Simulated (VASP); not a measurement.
# Pt: single point with LDA

Crystal: Pt.

```xyz
4
Lattice="2.7375 0.0000 0.0000 -1.3688 2.3708 0.0000 0.0000 0.0000 9.1316" Properties=species:S:1:pos:R:3 pbc="T T T"
Pt    0.0000    0.0000    0.0000
Pt    0.0000    0.0000    4.5658
Pt    0.0000    1.5805    2.2829
Pt    1.3688    0.7903    6.8487
```

This isn't the form of Pt at room conditions, which is fcc.

```yaml
Program: VASP 6.6.1
Task: single point
Functional: LDA
Potentials_or_basis: VASP PAW LDA potentials, release 64 (Pt)
Cutoff: 520 eV
k_mesh: 17 × 17 × 5
Occupations: fermi-dirac, width 0.1 eV
Spin: no spin polarisation
```

The pressure is 0.7 GPa. The band gap on the k mesh is zero (bands 20 and 21 overlap by 1.38 eV).

Levels at points of the mesh, in eV from the Fermi level:
```
           k point  band 17  band 18  band 19  band 20  band 21  band 22  band 23  band 24
(0.00, 0.00, 0.00)    -2.05    -1.42    -1.42    -0.94    -0.94    -0.75    -0.12    -0.12
```

Wall time 2.9 min on 1 thread of Intel Xeon 8259CL, on a shared host, peak memory 0.24 GiB.

Caveat: spin-orbit coupling is left out, which moves the levels of the heavy elements.
